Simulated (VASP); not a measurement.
# Sb: relaxation of shape and atoms at fixed volume with PBE

The system is Sb.

```xyz
1
Lattice="2.2426 1.2947 1.8295 -2.2426 1.2947 1.8295 0.0000 -2.5895 1.8295" Properties=species:S:1:pos:R:3 pbc="T T T"
Sb    0.0000    0.0000    2.7443
```

This isn't the form of Sb at room conditions, which is rhombohedral.

```yaml
Program: VASP 6.6.1
Task: relaxation of shape and atoms at fixed volume
Functional: PBE
Potentials_or_basis: VASP PAW PBE potentials, release 64 (Sb)
Cutoff: 600 eV
k_mesh: 18 × 18 × 18
Occupations: gaussian, width 0.1 eV
Spin: no spin polarisation
Dipole_correction: no
Further_INCAR_settings: ALGO = Normal; EDIFF = 1e-06; IBRION = 2; EDIFFG = -0.01; NSW = 50; ISIF = 4
```

The pressure after relaxing is -2.8 GPa and the band gap on the k mesh is zero (an odd number of electrons rules out a gap without spin polarisation).

Final structure:
```xyz
1
Lattice="2.2426 1.2947 1.8295 -2.2426 1.2947 1.8295 0.0000 -2.5895 1.8295" Properties=species:S:1:pos:R:3 pbc="T T T"
Sb    0.0000    0.0000    2.7443
```

Levels at points of the mesh, in eV from the Fermi level:
```csv
k point,band 1,band 2,band 3,band 4,band 5,band 6
"(0.00, 0.00, 0.00)",-11.92,3.08,3.08,3.08,6.84,6.84
"(0.50, 0.00, 0.00)",-9.73,-5.15,4.87,4.88,8.80,10.40
"(0.50, 0.50, 0.00)",-7.44,-3.27,-3.26,2.40,6.67,12.29
"(0.50, 0.50, 0.50)",-4.92,-1.51,-1.51,-1.50,4.90,4.90
```

It took 4.3 min on 1 thread of AMD EPYC 7571, on a shared host, peak memory 0.25 GiB.

Caveat: the relaxation stopped at its first step, so nothing moved; spin-orbit coupling is left out, which moves the levels of the heavy elements.
